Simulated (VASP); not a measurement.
Here is a VASP 6.6.1 calculation.

File INCAR:

```
SYSTEM = In
PREC = Accurate
ENCUT = 520
EDIFF = 1E-6
ISMEAR = 0
SIGMA = 0.1
LREAL = .FALSE.
LASPH = .TRUE.
NELM = 60
ALGO = Fast
ISIF = 2
LWAVE = .FALSE.
LCHARG = .FALSE.
NBANDS = 26
```

File KPOINTS:

```
Automatic mesh
0
G
  6 5 21
  0 0 0
```

Contents of POSCAR:

```
In
1.0
    5.6027586672      0.0012831708     -0.0835399327
    0.0018146775      7.9206401547      0.2433654584
   -2.8260058920      0.0500870922      1.6989964058
In
3
Direct
    0.0000000000      0.0000000000      0.0000000000
    0.3333333333      0.6666666667      0.0000000000
    0.6666666667      0.3333333333      0.0000000000
```

Potentials or basis: VASP PAW LDA potentials, release 64 (In_d).

Command:

```sh
$ cat potpaw_LDA.64/In_d/POTCAR > POTCAR
$ mpirun -np 1 vasp_std > vasp.out
```

Question: What does it give for the pressure?

Answer: 0.3 GPa.

Question: Predict the band gap on the k mesh.

Answer: Zero (an odd number of electrons rules out a gap without spin polarisation).

Stress tensor (GPa, compression positive):
```
 0.55 -0.29 -0.07
-0.29  0.35  0.02
-0.07  0.02  0.12
```

Caveat: spin-orbit coupling is left out, which moves the levels of the heavy elements.
